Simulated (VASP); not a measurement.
# Sb in VASP: single point with PBE+D4

Aim: the single point of Sb with PBE+D4.

Everything below comes from runs of VASP 6.6.1. Logs are shortened: lines on timing, memory, paths and dates and some standing lists are left out, and cuts for length are marked.

## Step 1: The cell of the first run

The cell holds a slab with vacuum, 6 atoms: a = 7.176 Å, b = 7.176 Å, c = 22.810 Å, α = 90.00°, β = 90.00°, γ = 120.00°.

## Step 2: Single point, PBE+D4

File INCAR:

```
SYSTEM = Sb
PREC = Accurate
ENCUT = 400
EDIFF = 1E-6
ISMEAR = 0
SIGMA = 0.04
LREAL = .FALSE.
LASPH = .TRUE.
NELM = 120
ALGO = Normal
ISIF = 2
LWAVE = .FALSE.
LCHARG = .FALSE.
LDIPOL = .TRUE.
IDIPOL = 3
DIPOL = 0.5 0.5 0.638
GGA = PE
IVDW = 13
NBANDS = 24
GGA_COMPAT = .FALSE.
NELMDL = -8
```

File KPOINTS:

```
regular mesh
0
G
  6 6 1
  0 0 0
```

File POSCAR:

```
Sb
1.0
    7.1755950477      0.0000000000      0.0000000000
   -3.5877975238      6.2142475986      0.0000000000
    0.0000000000      0.0000000000     22.8100000000
Sb
6
Direct
    0.6666670000      0.6666670000      0.6020286784
    0.3368938014      0.9967536989      0.6019460537
    1.0063809889      0.3359708448      0.6019061247
    0.3366390005      0.3304999740      0.6732793769
    1.0007413982      0.6662601287      0.6731760021
    0.6725375821      1.0026355094      0.6733730076
```

Potentials or basis: VASP PAW PBE potentials, release 64 (Sb).

On the command line:

```sh
$ cat potpaw_PBE.64/Sb/POTCAR > POTCAR
$ mpirun -np 1 vasp_std > vasp.out
```

OUTCAR:

```text
SYSTEM = Sb
   PREC = Accurate
   ENCUT = 400
   EDIFF = 1E-6
   ISMEAR = 0
   LREAL = .FALSE.
   LASPH = .TRUE.
   NELM = 120
   ISIF = 2
   GGA = PE
   IVDW = 13
   NELMDL = -8

 ion  position               nearest neighbor table
   1  0.667  0.667  0.602-   4 2.89   6 2.89   5 2.90
   2  0.337  0.997  0.602-   6 2.89   5 2.89   4 2.90
   3  0.006  0.336  0.602-   5 2.89   4 2.89   6 2.90
   4  0.337  0.330  0.673-   1 2.89   3 2.89   2 2.90
   5  0.001  0.666  0.673-   3 2.89   2 2.89   1 2.90
   6  0.673  0.003  0.673-   2 2.89   1 2.89   3 2.90

  LATTYP: Found a hexagonal cell.
 ALAT       =     7.1755950477
 C/A-ratio  =     3.1788304452

  Lattice vectors:

 A1 = (   7.1755950477,   0.0000000000,   0.0000000000)
 A2 = (  -3.5877975238,   6.2142475986,   0.0000000000)
 A3 = (   0.0000000000,   0.0000000000,  22.8100000000)

Analysis of symmetry for initial positions (statically):
=====================================================================
 Subroutine PRICEL returns:
 Original cell was already a primitive cell.

 Routine SETGRP: Setting up the symmetry group for a
 hexagonal supercell.

 Subroutine GETGRP returns: Found  1 space group operations
 (whereof  1 operations were pure point group operations)
 out of a pool of 24 trial point group operations.

The static configuration has the point symmetry C_1 .

Analysis of symmetry for dynamics (positions and initial velocities):
=====================================================================
 Subroutine PRICEL returns:
 Original cell was already a primitive cell.

 Routine SETGRP: Setting up the symmetry group for a
 hexagonal supercell.

 Subroutine GETGRP returns: Found  1 space group operations
 (whereof  1 operations were pure point group operations)
 out of a pool of 24 trial point group operations.

The dynamic configuration has the point symmetry C_1 .

 Subroutine INISYM returns: Found  1 space group operations
 (whereof  1 operations are pure point group operations),
 and found     1 'primitive' translations

----------------------------------------------------------------------------------------

                                     Primitive cell

  volume of cell :    1017.1190

  direct lattice vectors                    reciprocal lattice vectors
     7.175595048  0.000000000  0.000000000     0.139361265  0.080460264  0.000000000
    -3.587797524  6.214247599  0.000000000     0.000000000  0.160920527  0.000000000
     0.000000000  0.000000000 22.810000000     0.000000000  0.000000000  0.043840421
[... 98 lines left out ...]
   NELECT =      30.0000    total number of electrons
   NUPDOWN=      -1.0000    fix difference up-down
   EMIN   =  10.00;   EMAX   =-10.00  energy-range for DOS
   EFERMI =   0.00;   METHOD = LEGACY
   ISMEAR =     0;   SIGMA  =   0.04  broadening in eV -4-tet -1-fermi 0-gaus
   EFERMI_NEDOS =   21; number of points for ismear=-14 and -15
   IALGO  =     38    algorithm
   IMIX   =      4    mixing-type and parameters
     AMIX     =   0.40;   BMIX     =  1.00
     AMIX_MAG =   1.60;   BMIX_MAG =  1.00
  volume/ion in A,a.u.               =     169.52      1143.98
  Fermi-wavevector in a.u.,A,eV,Ry     =   0.505815  0.955851  3.481028  0.255848
  Thomas-Fermi vector in A             =   1.516525
   LORBIT       =      0    0 simple, 1 ext, 2 COOP (PROOUT), +10 PAW based schemes
   GGA     = PE    functional components
   LHFCALC =     F    Hartree Fock is set to
   AEXX    =    0.0000 exact exchange contribution
   IVDW    =    13    specifies the selected vdW correction
   LEPSILON=     F    determine dielectric tensor
   LRPA    =     F    only Hartree local field effects (RPA)
 non-spin polarized calculation
 Gauss-broadening in eV      SIGMA  =   0.04
  energy-cutoff  :      400.00
  volume of cell :     1017.12
 maximum number of plane-waves:     18500
   NGX = 23   NGY = 23   NGZ = 75

 dipolmoment           0.000000      0.000000     -0.000002 electrons x Angstroem

 number of electron      30.0000000 magnetization

 dipolmoment           0.000000      0.000000      0.000003 electrons x Angstroem

 Free energy of the ion-electron system (eV)
  ---------------------------------------------------
  ext. energy  EPLUGINS =         0.00000000
  ---------------------------------------------------
  free energy    TOTEN  =       -24.31239637 eV

  energy without entropy =      -24.31239637  energy(sigma->0) =      -24.31239637

 E-fermi :  -2.7230     XC(G=0):  -2.3472

 val. band max:       -2.8976802864   @ k =   0.0000   0.0000   0.0000
 cond. band min:      -1.5491354496   @ k =   0.3333   0.3333   0.0000
 fundamental gap:      1.3485448369
 Fermi energy:        -2.7229743029

 k-point     1 :       0.0000    0.0000    0.0000
  band No.  band energies     occupation
      1     -14.0519      2.00000
      2     -11.3115      2.00000
      3     -11.3104      2.00000
      4     -11.2949      2.00000
      5     -11.2943      2.00000
      6      -9.0681      2.00000
[... 529 lines left out ...]
     23       0.7311      0.00000
     24       0.7328      0.00000

------------------------ aborting loop because EDIFF is reached ----------------------------------------

 vacuum level on the upper side and lower side of the slab       (xc-potential included)        -0.007        -0.007

  DFT-D4 for vdW energy calculation

  Edisp (eV):   -1.59380

  FORCE on cell =-STRESS in cart. coord.  units (eV):
  Direction    XX          YY          ZZ          XY          YZ          ZX
  --------------------------------------------------------------------------------------
  -------------------------------------------------------------------------------------
  Total      -2.19223    -2.19326     0.19984     0.00012    -0.00007     0.00195
  in kB      -3.45322    -3.45485     0.31479     0.00018    -0.00011     0.00307
  external pressure =       -2.20 kB  Pullay stress =        0.00 kB

 VOLUME and BASIS-vectors are now :
 -----------------------------------------------------------------------------
  energy-cutoff  :      400.00
  volume of cell :     1017.12
      direct lattice vectors                 reciprocal lattice vectors
     7.175595048  0.000000000  0.000000000     0.139361265  0.080460264  0.000000000
    -3.587797524  6.214247599  0.000000000     0.000000000  0.160920527  0.000000000
     0.000000000  0.000000000 22.810000000     0.000000000  0.000000000  0.043840421

 POSITION                                       TOTAL-FORCE (eV/Angst)
 -----------------------------------------------------------------------------------
      2.39187      4.14283     13.73227         0.064496      0.000964     -0.045488
     -1.15874      6.19407     13.73039        -0.034720      0.053070     -0.042860
     -1.15961      2.08781     13.72948        -0.030925     -0.053990     -0.040889
      1.22982      2.05381     15.35750        -0.015179      0.017959      0.043223
     -2.38509      4.14031     15.35514         0.023481      0.004165      0.044802
      4.81640      0.01638     15.35964        -0.007153     -0.022168      0.041211
 -----------------------------------------------------------------------------------
    total drift:                                0.000014     -0.000004      0.000045

  FREE ENERGIE OF THE ION-ELECTRON SYSTEM (eV)
  ---------------------------------------------------
  free  energy   TOTEN  =       -25.9061914499 eV

  energy  without entropy=      -25.9061914499  energy(sigma->0) =      -25.90619145

 vacuum level on the upper side and lower side of the slab         2.018         2.021
```

OSZICAR:

```text
N       E                     dE             d eps       ncg     rms          rms(c)
DAV:   1     0.168512467285E+03    0.16851E+03   -0.63772E+03   960   0.636E+02
DAV:   2    -0.268191116696E+01   -0.17119E+03   -0.16461E+03  1568   0.125E+02
DAV:   3    -0.237550964288E+02   -0.21073E+02   -0.20895E+02  1264   0.495E+01
[... 14 lines left out ...]
DAV:  18    -0.243123716792E+02   -0.78143E-04   -0.22702E-06  1008   0.361E-03    0.960E-04
DAV:  19    -0.243123880712E+02   -0.16392E-04   -0.29571E-07  1104   0.137E-03    0.528E-04
DAV:  20    -0.243123943765E+02   -0.63053E-05   -0.10765E-07   880   0.782E-04    0.136E-04
DAV:  21    -0.243123960254E+02   -0.16489E-05   -0.29469E-08   744   0.435E-04    0.118E-04
DAV:  22    -0.243123963684E+02   -0.34299E-06   -0.59851E-09   528   0.231E-04
   1 F= -.25906191E+02 E0= -.25906191E+02  d E =-.633036E-11
```

It took 12 min on 1 thread of Oxide Virtual Turin-like, shared host; peak memory 0.73 GiB.

What came out:

```
Free energy                : -25.9062 eV
Largest force              : 0.079 eV/Å
Band gap on the k mesh     : 1.35 eV
Dispersion energy per atom : -0.266 eV
```

Forces in eV/Å, atoms in the order of the input:
```
Sb   0.064  0.001 -0.045
Sb  -0.035  0.053 -0.043
Sb  -0.031 -0.054 -0.041
Sb  -0.015  0.018  0.043
Sb   0.023  0.004  0.045
Sb  -0.007 -0.022  0.041
```

Caveat: spin-orbit coupling is left out, which moves the levels of the heavy elements.
